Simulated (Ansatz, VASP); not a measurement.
# Si4O in VASP and in Ansatz

```xyz
5
Lattice="2.5654 0.0000 0.0000 0.0000 5.8173 0.0000 0.0000 0.0000 6.1781" Properties=species:S:1:pos:R:3 pbc="T T T"
Si    1.2827    1.5484    0.0000
Si    1.2827    4.2688    0.0000
Si    0.0000    2.9086    4.3263
Si    0.0000    2.9086    1.8518
O     0.0000    0.0000    0.0000
```

Alike in both runs: functional PBE; k mesh 6 × 4 × 4; occupations gaussian, width 0.1 eV; no spin polarisation.

Ansatz relaxed the structure, and its values are those at the end. VASP's run is a single point on that final structure, the one shown.

```csv
,VASP,Ansatz
version,VASP 6.6.1,Ansatz 0.2.0
potentials or method,"VASP PAW PBE potentials, release 64 (Si, O), cutoff 520 eV","scalar-relativistic, plane waves, PAW"
valence electrons in the cell,22,22
```

VASP gave:

```
gap on the k mesh at the Fermi level (eV) : none
pressure (GPa)                            : 0.1
rms of the force components (eV/Å)        : 0.006
```

Q: Which values does Ansatz return?

A: gap on the k mesh at the Fermi level (eV): none; pressure (GPa): 0.0; rms of the force components (eV/Å): 0.002.

A gap of «none» marks a metal or a gap that the smearing closes. With one functional, cell and mesh, what is left measures potentials, basis and numerics.

The k mesh is coarse, so the values compare programs but aren't converged.
